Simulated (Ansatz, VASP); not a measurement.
# Two plane-wave programs on Os

INCAR

```
PREC = Accurate ; ENCUT = 520
EDIFF = 1E-7 ; ISMEAR = 0
SIGMA = 0.15 ; LREAL = F
LASPH = T ; NELM = 100
ALGO = Fast ; ISIF = 2
LWAVE = F ; LCHARG = T
GGA = PS ; LELF = T
LVHAR = T ; NBANDS = 15
```

KPOINTS

```
regular mesh
0
Gamma
  18 18 12
```

File POSCAR:

```
Os
1.0
    2.7340999755      0.0000000000      0.0000000000
   -1.3670499878      2.3678000353      0.0000000000
    0.0000000000      0.0000000000      4.3197000000
Os
2
Direct
    0.0885679447      0.4874859663      0.1111014654
    0.6666666667      0.3333333333      0.7500000000
```

Input for Ansatz:

```yaml
crystal:
  lattice:
    - [2.7340999755, 0.0, 0.0]
    - [-1.3670499878, 2.3678000353, 0.0]
    - [0.0, 0.0, 4.3197]
  atoms:
    - { symbol: Os, position: [0.0885679447, 0.4874859663, 0.1111014654] }
    - { symbol: Os, position: [0.6666666667, 0.3333333333, 0.75] }
basis:
  ecutwfc: 420
kpoints:
  mp_grid: { grid: [18, 18, 12] }
hamiltonian:
  xc: pbesol
scf:
  occupations: { method: gaussian, width: 0.15 }
output:
  forces: true
  stress: true
  eigenvalues: true
```

Alike in both runs: task single point; functional PBEsol; k mesh 18 × 18 × 12; occupations gaussian, width 0.15 eV; no spin polarisation.

```csv
,VASP,Ansatz
version,VASP 6.6.1,Ansatz 0.2.0
potentials or method,"VASP PAW PBE potentials, release 64 (Os), cutoff 520 eV","scalar-relativistic, plane waves, PAW"
valence electrons in the cell,16,32
```

|  | VASP | Ansatz | Ansatz less VASP |
| --- | --- | --- | --- |
| gap on the k mesh at the Fermi level (eV) | none | none | - |
| rms of the force components (eV/Å) | 15.763 | 17.779 | +2.0159 |

VASP's potentials were made for PBE, not for PBEsol. Atom by atom the forces differ by 2.039 eV/Å (rms over components). A gap of «none» marks a metal or a gap that the smearing closes. With one functional, cell and mesh, what is left measures potentials, basis and numerics. VASP's potentials hold 16 valence electrons a cell and Ansatz's 32, so a difference there can come from the potentials and not from the codes.

Neither program's run includes spin-orbit coupling.
